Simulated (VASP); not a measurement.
# K7NaMgCl10 in VASP: further runs

K7NaMgCl10 is run at these levels: PBE; tasks: single point.

All numbers are computed with VASP 6.6.1; they aren't measurements. Logs are shortened: lines on timing, memory, paths and dates and some standing lists are left out, and cuts for length are marked.

## (1) The cell of the first run

The cell holds an amorphous packing of atoms, 19 atoms: a = 8.974 Å, b = 8.844 Å, c = 8.406 Å, α = 92.63°, β = 90.37°, γ = 87.14°.

## (2) Single point, PBE

INCAR

```
SYSTEM = K7NaMgCl10
  ALGO = Normal
  EDIFF = 1E-7
  ENCUT = 520
  GGA = PE
  ISIF = 2
  ISMEAR = -1
  ISYM = 0
  LASPH = .True.
  LCHARG = .True.
  LELF = .True.
  LREAL = Auto
  LVHAR = .True.
  LWAVE = .False.
  NBANDS = 86
  NELM = 60
  PREC = Accurate
  SIGMA = 0.0552
```

KPOINTS

```
k-points
0
Gamma
  1 1 1
  0 0 0
```

POSCAR

```
K7NaMgCl10
1.0
    8.9716240000      0.2219080000     -0.0252420000
    0.2219080000      8.8394450000     -0.1974920000
   -0.0252420000     -0.1974920000      8.4038290000
Mg Cl K Na
1 10 7 1
Direct
    0.3422810500      0.8435338983      0.1521195939
    0.2412705175      0.9482194263      0.9188591178
    0.9135622761      0.1711703422      0.7024922702
    0.6196737493      0.8026789911      0.0422617457
    0.5203298912      0.3297742342      0.1136074925
    0.9055944452      0.0541447564      0.2272408412
    0.3788844842      0.9815590743      0.3921219562
    0.8966876385      0.6251974909      0.5605998994
    0.9351883749      0.4806749347      1.0641819912
    0.4210606725      0.3234022167      0.6849130038
    0.2244948505      0.6862671916      0.3058620040
    0.1724020182      0.2564848584      0.9457303902
    0.6757848319      0.5088788011      0.8243282500
    0.6590787104      0.1180855485      0.5016838653
    0.6997230646      0.0905299842      0.9486002580
    0.7010180638      0.5387654564      0.3046054323
    0.2307910509      0.3523817106      0.4038448660
    0.9627171638      0.7709009001      0.9363556383
    0.0621649415      0.9314554121      0.4557439424
```

Potentials or basis: VASP PAW PBE potentials, release 64 (Mg, Cl, K_sv, Na_pv).

On the command line:

```bash
cat potpaw_PBE.64/Mg/POTCAR potpaw_PBE.64/Cl/POTCAR potpaw_PBE.64/K_sv/POTCAR potpaw_PBE.64/Na_pv/POTCAR > POTCAR
mpirun -np 1 vasp_gam > vasp.out
```

OUTCAR:

```text
SYSTEM = K7NaMgCl10
   EDIFF = 1E-7
   ENCUT = 520
   GGA = PE
   ISIF = 2
   ISMEAR = -1
   ISYM = 0
   LASPH = .True.
   LREAL = Auto
   NELM = 60
   PREC = Accurate

 ion  position               nearest neighbor table
   1  0.342  0.844  0.152-  11 2.25   7 2.34   2 2.36   4 2.66
   2  0.241  0.948  0.919-   1 2.36  12 2.76  18 3.02
   3  0.914  0.171  0.702-  14 2.88  15 2.97  12 3.18
   4  0.620  0.803  0.042-   1 2.66  15 2.83  13 3.13  18 3.21
   5  0.520  0.330  0.114-  15 2.90  16 2.94
   6  0.906  0.054  0.227-  19 2.62  15 2.99  14 3.22
   7  0.379  0.982  0.392-   1 2.34  14 2.97
   8  0.897  0.625  0.561-  16 2.87  13 3.22
   9  0.935  0.481  0.064-  18 2.85  16 2.94  12 2.98  13 3.08
  10  0.421  0.323  0.685-  17 2.92  13 3.07  14 3.10  12 3.23
  11  0.224  0.686  0.306-   1 2.25  17 3.10
  12  0.172  0.256  0.946-   2 2.76   9 2.98   3 3.18  10 3.23
  13  0.676  0.509  0.824-  10 3.07   9 3.08   4 3.13   8 3.22  18 3.64
  14  0.659  0.118  0.502-   3 2.88   7 2.97  10 3.10   6 3.22  15 3.79
  15  0.700  0.091  0.949-   4 2.83   5 2.90   3 2.97   6 2.99  18 3.59  14 3.79
  16  0.701  0.539  0.305-   8 2.87   9 2.94   5 2.94
  17  0.231  0.352  0.404-  10 2.92  11 3.10
  18  0.963  0.771  0.936-   9 2.85   2 3.02   4 3.21  15 3.59  13 3.64
  19  0.062  0.931  0.456-   6 2.62

IMPORTANT INFORMATION: All symmetrisations will be switched off!
NOSYMM: (Re-)initialisation of all symmetry stuff for point group C_1.

----------------------------------------------------------------------------------------

                                     Primitive cell

  volume of cell :     665.6916

  direct lattice vectors                    reciprocal lattice vectors
     8.971624000  0.221908000 -0.025242000     0.111532404 -0.002793924  0.000269344
     0.221908000  8.839445000 -0.197492000    -0.002793924  0.113258692  0.002653215
    -0.025242000 -0.197492000  8.403829000     0.000269344  0.002653215  0.119056538

  length of vectors
     8.974403463  8.844435209  8.406187133     0.111567718  0.113324212  0.119086403

  position of ions in fractional coordinates (direct lattice)
     0.342281050  0.843533898  0.152119594
     0.241270517  0.948219426  0.918859118
     0.913562276  0.171170342  0.702492270
     0.619673749  0.802678991  0.042261746
     0.520329891  0.329774234  0.113607493
     0.905594445  0.054144756  0.227240841
     0.378884484  0.981559074  0.392121956
     0.896687638  0.625197491  0.560599899
     0.935188375  0.480674935  0.064181991
     0.421060672  0.323402217  0.684913004
     0.224494851  0.686267192  0.305862004
     0.172402018  0.256484858  0.945730390
     0.675784832  0.508878801  0.824328250
     0.659078710  0.118085548  0.501683865
     0.699723065  0.090529984  0.948600258
     0.701018064  0.538765456  0.304605432
     0.230791051  0.352381711  0.403844866
     0.962717164  0.770900900  0.936355638
     0.062164942  0.931455412  0.455743942

  ion indices of the primitive-cell ions
   primitive index   ion index
                 1           1
                 2           2
                 3           3
                 4           4
                 5           5
                 6           6
                 7           7
                 8           8
                 9           9
                10          10
                11          11
                12          12
                13          13
                14          14
                15          15
                16          16
                17          17
                18          18
                19          19

----------------------------------------------------------------------------------------

 KPOINTS: k-points

Automatic generation of k-mesh.
 Grid dimensions read from file:
 generate k-points for:    1    1    1

 Generating k-lattice:

  Cartesian coordinates                     Fractional coordinates (reciprocal lattice)
     0.111532404 -0.002793924  0.000269344     1.000000000  0.000000000 -0.000000000
    -0.002793924  0.113258692  0.002653215    -0.000000000  1.000000000  0.000000000
     0.000269344  0.002653215  0.119056538     0.000000000  0.000000000  1.000000000

  Length of vectors
     0.111567718  0.113324212  0.119086403

  Shift w.r.t. Gamma in fractional coordinates (k-lattice)
     0.000000000  0.000000000  0.000000000

 Subroutine IBZKPT returns following result:
 ===========================================

 Found      1 irreducible k-points:

 Following reciprocal coordinates:
            Coordinates               Weight
  0.000000  0.000000  0.000000      1.000000
   k-points           NKPTS =      1   k-points in BZ     NKDIM =      1   number of bands    NBANDS=     86
   number of dos      NEDOS =    301   number of ions     NIONS =     19
   total plane-waves  NPLWV = 313600
   dimension x,y,z NGX =    70 NGY =   70 NGZ =   64
   dimension x,y,z NGXF=   140 NGYF=  140 NGZF=  128
   ions per type =               1  10   7   1
   NGX,Y,Z   is equivalent  to a cutoff of  12.97, 13.16, 12.66 a.u.
   NGXF,Y,Z  is equivalent  to a cutoff of  25.93, 26.32, 25.31 a.u.
 SYSTEM =  K7NaMgCl10
   PREC   = accura    normal or accurate (medium, high low for compatibility)
   ISTART =      0    job   : 0-new  1-cont  2-samecut
   ICHARG =      2    charge: 1-file 2-atom 10-const
   ISPIN  =      1    spin polarized calculation?
   LNONCOLLINEAR =      F non collinear calculations
   LSORBIT =      F    spin-orbit coupling
   LASPH  =      T    aspherical Exc in radial PAW
   ENCUT  =  520.0 eV  38.22 Ry    6.18 a.u.  16.69 16.44 15.63*2*pi/ulx,y,z
   NELM   =     60;   NELMIN=  2; NELMDL= -5     # of ELM steps
   EDIFF  = 0.1E-06   stopping-criterion for ELM
   LREAL  =      T    real-space projection
   EDIFFG = 0.1E-05   stopping-criterion for IOM
   NSW    =      0    number of steps for IOM
   IBRION =     -1    ionic relax: 0-MD 1-quasi-New 2-CG
   NFREE  =      0    steps in history (QN), initial steepest desc. (CG)
   ISIF   =      2    stress and relaxation
   ISYM   =      0    0-nonsym 1-usesym 2-fastsym
   POTIM  = 0.5000    time-step for ionic-motion
   TEBEG  =    0.0;   TEEND  =   0.0 temperature during run
   PSTRESS=    0.0 pullay stress
   NELECT =     142.0000    total number of electrons
   NUPDOWN=      -1.0000    fix difference up-down
   EMIN   =  10.00;   EMAX   =-10.00  energy-range for DOS
   EFERMI =   0.00;   METHOD = LEGACY
   ISMEAR =    -1;   SIGMA  =   0.06  broadening in eV -4-tet -1-fermi 0-gaus
   EFERMI_NEDOS =   21; number of points for ismear=-14 and -15
   IALGO  =     38    algorithm
   IMIX   =      4    mixing-type and parameters
     AMIX     =   0.40;   BMIX     =  1.00
     AMIX_MAG =   1.60;   BMIX_MAG =  1.00
  volume/ion in A,a.u.               =      35.04       236.44
  Fermi-wavevector in a.u.,A,eV,Ry     =   0.978168  1.848469 13.018215  0.956812
  Thomas-Fermi vector in A             =   2.108922
   LORBIT       =      0    0 simple, 1 ext, 2 COOP (PROOUT), +10 PAW based schemes
   GGA     = PE    functional components
   LHFCALC =     F    Hartree Fock is set to
   AEXX    =    0.0000 exact exchange contribution
   IVDW    =     0    specifies the selected vdW correction
   LEPSILON=     F    determine dielectric tensor
   LRPA    =     F    only Hartree local field effects (RPA)
 non-spin polarized calculation
  energy-cutoff  :      520.00
  volume of cell :      665.69
 maximum number of plane-waves:      8959
 NGX is ok and might be reduce to    70
   NGX = 33   NGY = 33   NGZ = 31

 number of electron     142.0000005 magnetization

 Free energy of the ion-electron system (eV)
  ---------------------------------------------------
  ext. energy  EPLUGINS =         0.00000000
  ---------------------------------------------------
  free energy    TOTEN  =       -61.63541037 eV

  energy without entropy =      -61.63541037  energy(sigma->0) =      -61.63541037

 E-fermi :  -0.4946     XC(G=0):  -6.8182

 val. band max:       -1.8382729669   @ k =   0.0000   0.0000   0.0000
 cond. band min:       2.2037631375   @ k =   0.0000   0.0000   0.0000
 fundamental gap:      4.0420361044
 Fermi energy:        -0.4946371431

 k-point     1 :       0.0000    0.0000    0.0000
  band No.  band energies     occupation
      1     -30.1774      2.00000
      2     -30.0431      2.00000
      3     -29.9808      2.00000
      4     -29.7943      2.00000
      5     -29.6845      2.00000
      6     -29.6529      2.00000
      7     -29.5641      2.00000
      8     -23.7785      2.00000
      9     -23.7662      2.00000
     10     -23.7443      2.00000
     11     -15.2841      2.00000
     12     -15.1680      2.00000
     13     -15.0916      2.00000
     14     -14.7989      2.00000
     15     -14.4695      2.00000
     16     -14.3457      2.00000
     17     -14.2785      2.00000
     18     -14.1859      2.00000
     19     -14.1320      2.00000
     20     -13.9390      2.00000
     21     -13.6651      2.00000
     22     -13.6487      2.00000
     23     -13.5877      2.00000
     24     -13.5653      2.00000
     25     -13.5432      2.00000
     26     -13.4792      2.00000
     27     -13.4293      2.00000
     28     -13.3695      2.00000
     29     -13.3132      2.00000
     30     -13.2987      2.00000
     31     -13.2549      2.00000
     32     -13.2144      2.00000
     33     -13.1739      2.00000
     34     -13.1423      2.00000
     35     -13.1251      2.00000
     36     -13.1043      2.00000
     37     -13.0827      2.00000
     38     -13.0261      2.00000
     39     -12.9777      2.00000
     40     -12.8082      2.00000
     41     -12.7810      2.00000
     42      -4.8483      2.00000
     43      -4.1510      2.00000
     44      -3.8480      2.00000
     45      -3.6619      2.00000
     46      -3.5488      2.00000
     47      -3.4132      2.00000
     48      -3.3773      2.00000
     49      -3.2679      2.00000
     50      -3.1291      2.00000
     51      -3.0716      2.00000
     52      -2.9585      2.00000
     53      -2.8905      2.00000
     54      -2.7860      2.00000
     55      -2.7224      2.00000
     56      -2.6610      2.00000
     57      -2.5810      2.00000
     58      -2.5295      2.00000
     59      -2.4761      2.00000
     60      -2.4205      2.00000
     61      -2.3659      2.00000
     62      -2.3010      2.00000
     63      -2.2730      2.00000
     64      -2.2057      2.00000
     65      -2.1631      2.00000
     66      -2.1440      2.00000
     67      -2.0830      2.00000
     68      -2.0441      2.00000
     69      -1.9940      2.00000
     70      -1.8869      2.00000
     71      -1.8383      2.00000
     72       2.2038      0.00000
     73       3.8894      0.00000
     74       4.1568      0.00000
     75       4.3309      0.00000
     76       4.4910      0.00000
     77       4.7073      0.00000
     78       4.7826      0.00000
     79       4.9083      0.00000
     80       4.9967      0.00000
     81       5.1297      0.00000
     82       5.2790      0.00000
     83       5.4565      0.00000
 [bands above 83 left out]

------------------------ aborting loop because EDIFF is reached ----------------------------------------

  FORCE on cell =-STRESS in cart. coord.  units (eV):
  Direction    XX          YY          ZZ          XY          YZ          ZX
  --------------------------------------------------------------------------------------
  -------------------------------------------------------------------------------------
  Total        0.0806068      8.0091171      2.3368704      2.4961739      0.6390579      2.8022553
  in kB        0.1940033     19.2762330      5.6243477      6.0077570      1.5380759      6.7444296
  external PRESSURE =       8.3648613 kB  Pullay stress =       0.0000000 kB

 VOLUME and BASIS-vectors are now :
 -----------------------------------------------------------------------------
  energy-cutoff  :      520.00
  volume of cell :      665.69
      direct lattice vectors                 reciprocal lattice vectors
     8.971624000  0.221908000 -0.025242000     0.111532404 -0.002793924  0.000269344
     0.221908000  8.839445000 -0.197492000    -0.002793924  0.113258692  0.002653215
    -0.025242000 -0.197492000  8.403829000     0.000269344  0.002653215  0.119056538

 POSITION                                       TOTAL-FORCE (eV/Angst)
 -----------------------------------------------------------------------------------
      3.25416      7.50228      1.10316         0.947656      0.440188     -0.521321
      2.35181      8.25381      7.52858         0.285293     -0.899537      0.247481
      8.21639      1.57704      5.84676         0.322421     -0.205290     -0.065402
      5.73653      7.22440      0.18100        -0.816009     -0.563333      0.357847
      4.73852      3.00805      0.87648        -0.430499      0.046303      0.293574
      8.13093      0.63469      1.87614         0.208496     -0.036797      0.100002
      3.60713      8.68307      3.09191         0.035357      0.770955      0.032732
      8.16933      5.61467      4.56508         0.063393      0.403161      0.527411
      8.49520      4.44375      0.42084         0.073735     -0.250567     -0.007529
      3.83207      2.81687      5.68139         0.184718      0.036483     -0.034881
      2.15865      6.05563      2.42921        -0.469095     -0.924369     -0.214791
      1.57977      2.11867      7.89275         0.025101      0.667174     -0.163988
      6.15500      4.48537      6.80996        -0.059652     -0.164973     -0.036151
      5.92655      1.09099      4.17611        -0.134703     -0.011694     -0.509255
      6.27380      0.76817      7.93633        -0.089052      0.511959      0.092207
      6.40114      4.85779      2.43576        -0.065337      0.166792     -0.126441
      2.13857      3.08632      3.31842        -0.193948      0.064868     -0.105075
      8.78457      6.84305      7.69243         0.116402      0.167627     -0.070385
      0.75291      8.15734      3.64447        -0.004275     -0.218949      0.203965
 -----------------------------------------------------------------------------------
    total drift:                               -0.001641      0.001809      0.009466

  FREE ENERGIE OF THE ION-ELECTRON SYSTEM (eV)
  ---------------------------------------------------
  free  energy   TOTEN  =       -61.6354103729 eV

  energy  without entropy=      -61.6354103728  energy(sigma->0) =      -61.63541037
```

It took 2.1 min on 1 thread of Intel Xeon Platinum 8488C (Sapphire Rapids), shared host; peak memory 0.61 GiB.

What came out:

```
Free energy            : -61.6354 eV
Pressure               : 0.8 GPa
Largest force          : 1.168 eV/Å
Band gap on the k mesh : 4.04 eV
```

Forces in eV/Å, atoms in the order of the input:
```
Mg   0.948  0.440 -0.521
Cl   0.285 -0.900  0.247
Cl   0.322 -0.205 -0.065
Cl  -0.816 -0.563  0.358
Cl  -0.430  0.046  0.294
Cl   0.208 -0.037  0.100
Cl   0.035  0.771  0.033
Cl   0.063  0.403  0.527
Cl   0.074 -0.251 -0.008
Cl   0.185  0.036 -0.035
Cl  -0.469 -0.924 -0.215
K    0.025  0.667 -0.164
K   -0.060 -0.165 -0.036
K   -0.135 -0.012 -0.509
K   -0.089  0.512  0.092
K   -0.065  0.167 -0.126
K   -0.194  0.065 -0.105
K    0.116  0.168 -0.070
Na  -0.004 -0.219  0.204
```

Caveat: the k points lie up to 0.75 Å⁻¹ apart.

## (3) Single point, PBE

INCAR

```
PREC = Accurate
ENCUT = 520
EDIFF = 1E-7
ISMEAR = -1
SIGMA = 0.05
LREAL = Auto
LASPH = T
NELM = 100
ALGO = Normal
ISIF = 2
LWAVE = F
LCHARG = T
GGA = PE
LELF = T
LVHAR = T
ISYM = 0
NBANDS = 86
```

KPOINTS

```
regular mesh
0
Gamma
  1 1 1
```

POSCAR

```
K7NaMgCl10
1.0
    8.9716240000      0.2219080000     -0.0252420000
    0.2219080000      8.8394450000     -0.1974920000
   -0.0252420000     -0.1974920000      8.4038290000
Mg Cl K Na
1 10 7 1
Direct
    0.3741940510      0.8558865716      0.1564616744
    0.2838280539      0.8972340633      0.8998889598
    0.9074607352      0.1638789331      0.7261135254
    0.6258071354      0.7701640774      0.1047415253
    0.5002407827      0.3436461641      0.1380653326
    0.9220390955      0.0248616836      0.2214992826
    0.3490631069      1.0366453066      0.3606225455
    0.8491903363      0.6981103586      0.6091702334
    0.9433664584      0.4646456639      0.0809265940
    0.4476647382      0.3218443367      0.6731852391
    0.2320495881      0.6752906580      0.2804077639
    0.2034080012      0.2687740685      0.9343642229
    0.6608362341      0.5055622957      0.8589864617
    0.6715021746      0.1056060729      0.4498398780
    0.6527999160      0.1013979591      0.9424138998
    0.6973528026      0.5369982638      0.3240373454
    0.1462363820      0.3736454953      0.4167957600
    0.9800061365      0.7645631686      0.9405458422
    0.0648009116      0.8742170143      0.4847541009
```

Potentials or basis: VASP PAW PBE potentials, release 64 (Mg, Cl, K_sv, Na_pv).

On the command line:

```bash
cat potpaw_PBE.64/Mg/POTCAR potpaw_PBE.64/Cl/POTCAR potpaw_PBE.64/K_sv/POTCAR potpaw_PBE.64/Na_pv/POTCAR > POTCAR
mpirun -np 1 vasp_gam > vasp.out
```

Wall time 2 min (1 thread of Intel Xeon Platinum 8488C (Sapphire Rapids), shared host); peak memory 0.63 GiB.

The run converged. Its results:

```yaml
Free_energy: -62.5950 eV
Pressure: 0.1 GPa
Largest_force: 0.605 eV/Å
Band_gap_on_the_k_mesh: 3.99 eV
```

Forces on the atoms (eV/Å):
```
Mg  -0.270 -0.468  0.048
Cl   0.137  0.192 -0.062
Cl   0.129 -0.024 -0.319
Cl  -0.223  0.540 -0.156
Cl  -0.116 -0.121 -0.007
Cl   0.101 -0.001  0.094
Cl  -0.067  0.254  0.144
Cl   0.090 -0.031 -0.027
Cl  -0.011 -0.126  0.097
Cl  -0.106 -0.043 -0.118
Cl   0.045 -0.040  0.023
K   -0.068 -0.150 -0.033
K    0.065 -0.045 -0.094
K   -0.084  0.003  0.063
K    0.152 -0.151  0.023
K    0.055 -0.068  0.326
K    0.173 -0.196 -0.060
K    0.061  0.239  0.349
Na  -0.062  0.235 -0.289
```

Stress tensor (GPa, compression positive):
```
-0.52  0.36  0.18
 0.36  0.78  0.23
 0.18  0.23  0.02
```

Levels at points of the mesh, in eV from the valence-band top:
| k point | band 68 | band 69 | band 70 | band 71 | band 72 | band 73 | band 74 | band 75 |
| --- | --- | --- | --- | --- | --- | --- | --- | --- |
| (0.00, 0.00, 0.00) | -0.21 | -0.18 | -0.12 | 0.00 | 3.99 | 5.77 | 6.05 | 6.10 |

Caveat: the k points lie up to 0.75 Å⁻¹ apart.
